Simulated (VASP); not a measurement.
Input of a VASP 6.6.1 run:

The input INCAR:

```
PREC = Accurate
ENCUT = 520
EDIFF = 1E-6
ISMEAR = 0
SIGMA = 0.02
LREAL = F
LASPH = T
NELM = 60
ALGO = Normal
ISIF = 2
LWAVE = F
LCHARG = F
GGA = PS
IBRION = 2
NSW = 80
EDIFFG = -0.02
```

The input KPOINTS:

```
Automatic mesh
0
Gamma
  1 1 1
```

File POSCAR:

```
F
1.0
    9.0000000000      0.0000000000      0.0000000000
    0.0000000000      9.5000000000      0.0000000000
    0.0000000000      0.0000000000     10.0000000000
F
2
Direct
    0.5000000000      0.5000000000      0.4290000000
    0.5000000000      0.5000000000      0.5710000000
```

Potentials or basis: VASP PAW PBE potentials, release 64 (F).

Run with:

```bash
$ cat potpaw_PBE.64/F/POTCAR > POTCAR
$ mpirun -np 1 vasp_gam > vasp.out
```

Task: Estimate the gap between the frontier levels.

Result: 3.51 eV.

Task: What does it give for the energy gained by relaxing?

Result: 1.0 meV/atom.

Final structure:
```cif
data_structure
_symmetry_space_group_name_H-M 'P 1'
_symmetry_Int_Tables_number 1
_cell_length_a 9.0000
_cell_length_b 9.5000
_cell_length_c 10.0000
_cell_angle_alpha 90.000
_cell_angle_beta 90.000
_cell_angle_gamma 90.000
_cell_volume 855.00
loop_
_atom_site_label
_atom_site_type_symbol
_atom_site_fract_x
_atom_site_fract_y
_atom_site_fract_z
_atom_site_occupancy
F1 F 0.50000 0.50000 0.42953 1
F2 F 0.50000 0.50000 0.57047 1
```
